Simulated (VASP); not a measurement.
# Sb (P6/mmm) in VASP: a series of runs, part 2 of 2

VASP 6.6.1.

## 4. Single point, RPBE

This run uses another cell than the first one, of 28.26 Å³/atom.

The input, INCAR:

```
SYSTEM = Sb
ALGO = Normal ; EDIFF = 1E-6
ENCUT = 520 ; GGA = RP
ISIF = 2 ; ISMEAR = -1
LASPH = .TRUE. ; LCHARG = .TRUE.
LELF = .TRUE. ; LREAL = .FALSE.
LVHAR = .TRUE. ; LWAVE = .FALSE.
NBANDS = 14 ; NELM = 60
PREC = Accurate ; SIGMA = 0.1
```

The input, KPOINTS:

```
k-points
0
G
  9 9 13
  0 0 0
```

The input, POSCAR:

```
Sb
1.0
    5.4754305394      0.0000000000      0.0000000000
   -2.7377152697      4.7418619438      0.0000000000
    0.0000000000      0.0000000000      3.2651286926
Sb
3
Direct
    0.0000000000      0.0000000000      0.0000000000
    0.3333333333      0.6666666667      0.5000000000
    0.6666666667      0.3333333333      0.5000000000
```

Potentials or basis: VASP PAW PBE potentials, release 64 (Sb).

Command:

```sh
cat potpaw_PBE.64/Sb/POTCAR > POTCAR
mpirun -np 1 vasp_std > vasp.out
```

OUTCAR:

```text
SYSTEM = Sb
   EDIFF = 1E-6
   ENCUT = 520
   GGA = RP
   ISIF = 2
   ISMEAR = -1
   LASPH = .TRUE.
   LREAL = .FALSE.
   NELM = 60
   PREC = Accurate

 ion  position               nearest neighbor table
   1  0.000  0.000  0.000-   2 3.56   3 3.56   2 3.56   3 3.56   3 3.56   3 3.56   2 3.56   2 3.56
                             3 3.56   3 3.56   2 3.56   2 3.56
   2  0.333  0.667  0.500-   3 3.16   3 3.16   3 3.16   1 3.56   1 3.56   1 3.56   1 3.56   1 3.56
                             1 3.56
   3  0.667  0.333  0.500-   2 3.16   2 3.16   2 3.16   1 3.56   1 3.56   1 3.56   1 3.56   1 3.56
                             1 3.56

  LATTYP: Found a hexagonal cell.
 ALAT       =     5.4754305394
 C/A-ratio  =     0.5963236442

  Lattice vectors:

 A1 = (   5.4754305394,   0.0000000000,   0.0000000000)
 A2 = (  -2.7377152697,   4.7418619438,   0.0000000000)
 A3 = (   0.0000000000,   0.0000000000,   3.2651286926)

Analysis of symmetry for initial positions (statically):
=====================================================================
 Subroutine PRICEL returns:
 Original cell was already a primitive cell.

 Routine SETGRP: Setting up the symmetry group for a
 hexagonal supercell.

 Subroutine GETGRP returns: Found 24 space group operations
 (whereof 24 operations were pure point group operations)
 out of a pool of 24 trial point group operations.

The static configuration has the point symmetry D_6h.

Analysis of symmetry for dynamics (positions and initial velocities):
=====================================================================
 Subroutine PRICEL returns:
 Original cell was already a primitive cell.

 Routine SETGRP: Setting up the symmetry group for a
 hexagonal supercell.

 Subroutine GETGRP returns: Found 24 space group operations
 (whereof 24 operations were pure point group operations)
 out of a pool of 24 trial point group operations.

The dynamic configuration has the point symmetry D_6h.

 Subroutine INISYM returns: Found 24 space group operations
 (whereof 24 operations are pure point group operations),
 and found     1 'primitive' translations
[... 122 lines left out ...]
   GGA     = RP    functional components
   LHFCALC =     F    Hartree Fock is set to
   AEXX    =    0.0000 exact exchange contribution
   IVDW    =     0    specifies the selected vdW correction
   LEPSILON=     F    determine dielectric tensor
   LRPA    =     F    only Hartree local field effects (RPA)
 non-spin polarized calculation
  energy-cutoff  :      520.00
  volume of cell :       84.77
 maximum number of plane-waves:      2304
 NGX is ok and might be reduce to    42
   NGX = 21   NGY = 21   NGZ = 13

 number of electron      15.0000000 magnetization

 Free energy of the ion-electron system (eV)
  ---------------------------------------------------
  ext. energy  EPLUGINS =         0.00000000
  ---------------------------------------------------
  free energy    TOTEN  =       -10.55558208 eV

  energy without entropy =      -10.49355344  energy(sigma->0) =      -10.52456776

 E-fermi :   7.9323     XC(G=0):  -9.9677

 val. band max:        7.9207867181   @ k =   0.3333   0.2222   0.4615
 cond. band min:       7.9371944848   @ k =   0.1111  -0.0000   0.3077
 fundamental gap:      0.0164077667
 Fermi energy:         7.9323442952

 k-point     1 :       0.0000    0.0000    0.0000
  band No.  band energies     occupation
      1      -4.5710      2.00000
      2      -0.2693      2.00000
      3      -0.0509      2.00000
      4       4.1691      2.00000
      5       4.1691      2.00000
      6       4.4387      2.00000
      7       4.4387      2.00000
      8       9.5475      0.00000
      9      13.0005      0.00000
     10      13.0005      0.00000
     11      13.3855      0.00000
     12      13.3936      0.00000
     13      13.4268      0.00000
     14      18.0844      0.00000
[... 377 lines left out ...]
      1      -2.4333      2.00000
      2      -2.4333      2.00000
      3      -2.3125      2.00000
      4       4.9747      2.00000
      5       5.4086      2.00000
      6       5.4086      2.00000
      7       9.9562      0.00000
      8       9.9562      0.00000
      9      10.7088      0.00000
     10      10.9755      0.00000
     11      11.1524      0.00000
     12      11.1524      0.00000
     13      14.6358      0.00000
     14      14.7707      0.00000

 [... further k-points ...]
[... 5 lines left out ...]
  --------------------------------------------------------------------------------------
  -------------------------------------------------------------------------------------
  Total       -0.2047187     -0.2047187     -0.1176606      0.0000000     -0.0000000      0.0000000
  in kB       -3.8690162     -3.8690162     -2.2236892      0.0000000     -0.0000000      0.0000000
  external PRESSURE =      -3.3205739 kB  Pullay stress =       0.0000000 kB

 VOLUME and BASIS-vectors are now :
 -----------------------------------------------------------------------------
  energy-cutoff  :      520.00
  volume of cell :       84.77
      direct lattice vectors                 reciprocal lattice vectors
     5.475430539  0.000000000  0.000000000     0.182634040  0.105443812  0.000000000
    -2.737715270  4.741861944  0.000000000     0.000000000  0.210887624  0.000000000
     0.000000000  0.000000000  3.265128693     0.000000000  0.000000000  0.306266642

 POSITION                                       TOTAL-FORCE (eV/Angst)
 -----------------------------------------------------------------------------------
      0.00000      0.00000      0.00000         0.000000      0.000000      0.000000
     -0.00000      3.16124      1.63256        -0.000000      0.000000      0.000000
      2.73772      1.58062      1.63256         0.000000     -0.000000     -0.000000
 -----------------------------------------------------------------------------------
    total drift:                               -0.000000      0.000000     -0.000000

  FREE ENERGIE OF THE ION-ELECTRON SYSTEM (eV)
  ---------------------------------------------------
  free  energy   TOTEN  =       -10.5555820842 eV

  energy  without entropy=      -10.4935534446  energy(sigma->0) =      -10.52456776
```

It took 30 s on 1 thread of Intel Xeon 6975P-C (Granite Rapids), shared host; peak memory 0.23 GiB.

Results:

| Item | Value |
| --- | --- |
| Free energy | -10.5556 eV |
| Pressure | -0.3 GPa |
| Band gap on the k mesh | zero (an odd number of electrons rules out a gap without spin polarisation) |

Caveat: the PAW data sets were made with another functional, which shifts forces and pressure a little; spin-orbit coupling is left out, which moves the levels of the heavy elements.

## 5. Overview

```csv
cell,k mesh,gap on the mesh (eV),pressure (GPa)
"a = 5.618, b = 5.618, c = 3.350 Å, angles 90.0, 90.0, 120.0°, 3 atoms",8 × 8 × 11,none,-3.8
"a = 5.686, b = 5.686, c = 3.391 Å, angles 90.0, 90.0, 120.0°, 3 atoms",8 × 8 × 11,none,-5.0
"a = 5.475, b = 5.475, c = 3.265 Å, angles 90.0, 90.0, 120.0°, 3 atoms",9 × 9 × 13,none,-0.3
```

Alike in all rows: task single point; level RPBE; potentials or basis VASP PAW PBE potentials, release 64 (Sb); no spin polarisation; cutoff (eV) 520; smearing fermi-dirac 0.1 eV.

Caveats: the PAW data sets were made with another functional, which shifts forces and pressure a little; spin-orbit coupling is left out, which moves the levels of the heavy elements; the cell stands under tension (at least some runs).

Absolute energies hang on the potentials; compare differences alone.
